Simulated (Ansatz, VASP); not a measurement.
MoN2: VASP beside Ansatz

The input INCAR:

```
SYSTEM = MoN2
  PREC = Accurate
  ENCUT = 600
  EDIFF = 1E-6
  ISMEAR = 0
  SIGMA = 0.1
  LREAL = .False.
  LASPH = .True.
  NELM = 80
  ALGO = Normal
  ISIF = 3
  LWAVE = .False.
  LCHARG = .False.
  GGA = PS
  IBRION = 2
  NSW = 100
  EDIFFG = -0.05
```

The input KPOINTS:

```
Automatic mesh
0
Gamma
  6 6 8
  0 0 0
```

POSCAR

```
MoN2
1.0
    4.3480530000      0.0000000000      0.0000000000
    0.0000000000      4.3480530000      0.0000000000
    0.0000000000      0.0000000000      2.7674600000
Mo N
2 4
Direct
    0.5000000000      0.5000000000      0.0000000000
    0.0000000000      0.0000000000      0.0000000000
    0.8883530000      0.3883530000      0.5000000000
    0.1116470000      0.6116470000      0.5000000000
    0.3883530000      0.1116470000      0.5000000000
    0.6116470000      0.8883530000      0.5000000000
```

Input for Ansatz:

```yaml
crystal:
  lattice:
    - [4.348053, 0.0, 0.0]
    - [0.0, 4.348053, 0.0]
    - [0.0, 0.0, 2.76746]
  atoms:
    - { symbol: Mo, position: [0.5, 0.5, 0.0] }
    - { symbol: Mo, position: [0.0, 0.0, 0.0] }
    - { symbol: "N", position: [0.888353, 0.388353, 0.5] }
    - { symbol: "N", position: [0.111647, 0.611647, 0.5] }
    - { symbol: "N", position: [0.388353, 0.111647, 0.5] }
    - { symbol: "N", position: [0.611647, 0.888353, 0.5] }
basis:
  ecutwfc: 420
kpoints:
  mp_grid: { grid: [6, 6, 8] }
hamiltonian:
  xc: pbesol
scf:
  occupations: { method: gaussian, width: 0.1 }
output:
  forces: true
  stress: true
  eigenvalues: true
relax:
  adjacent_minimum: "off"
  f_tol: 0.05
  max_steps: 80
  cell: { stress_tol: 0.5 }
```

Alike in both runs: task relaxation of cell and atoms; functional PBEsol; k mesh 6 × 6 × 8; occupations gaussian, width 0.1 eV; no spin polarisation.

|  | VASP | Ansatz |
| --- | --- | --- |
| version | VASP 6.6.1 | Ansatz 0.2.0 |
| potentials or method | VASP PAW PBE potentials, release 64 (Mo_sv, N), cutoff 600 eV | scalar-relativistic, plane waves, PAW |
| valence electrons in the cell | 48 | 48 |

|  | VASP | Ansatz | Ansatz less VASP |
| --- | --- | --- | --- |
| gap on the k mesh at the Fermi level, each at its own relaxed structure (eV) | none | none | - |
| relaxed volume (Å³/atom) | 8.36 | 8.36 | +0.003 |
| relaxed cell length with the largest relative difference (Å) | 2.727 | 2.729 | +0.0028 |

VASP's potentials were made for PBE, not for PBEsol. A gap of «none» marks a metal or a gap that the smearing closes.
